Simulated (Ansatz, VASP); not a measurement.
VSi2 in VASP and in Ansatz

```
CELL_PARAMETERS angstrom
4.60758 0.00000 0.00000
-2.30379 3.99028 0.00000
0.00000 0.00000 6.23193
ATOMIC_POSITIONS crystal
V 0.50000 0.00000 0.00000
V 0.50000 0.50000 0.66667
V 0.00000 0.50000 0.33333
Si 0.20126 0.40252 0.00000
Si 0.79874 0.20126 0.66667
Si 0.59748 0.79874 0.33333
Si 0.79874 0.59748 0.00000
Si 0.20126 0.79874 0.66667
Si 0.40252 0.20126 0.33333
```

Alike in both runs: task single point; functional PBE; k mesh 9 × 9 × 6; occupations gaussian, width 0.1 eV; no spin polarisation.

|  | VASP | Ansatz |
| --- | --- | --- |
| version | VASP 6.6.1 | Ansatz 0.2.0 |
| potentials or method | VASP PAW PBE potentials, release 64 (V_sv, Si), cutoff 520 eV | scalar-relativistic, plane waves, PAW |
| valence electrons in the cell | 63 | 63 |

```tsv
	VASP	Ansatz	Ansatz less VASP
gap on the k mesh at the Fermi level (eV)	none	none	-
pressure (GPa)	11.5	11.5	-0.06
traceless stress, the component that is largest in VASP (GPa)	-1.13	-1.21	-0.076
rms of the force components (eV/Å)	1.419	1.419	+0.0003
```

Atom by atom the forces differ by 0.000 eV/Å (rms over components). A gap of «none» marks a metal or a gap that the smearing closes. The functional is the same, so the differences come from potentials, cutoffs and numerics.
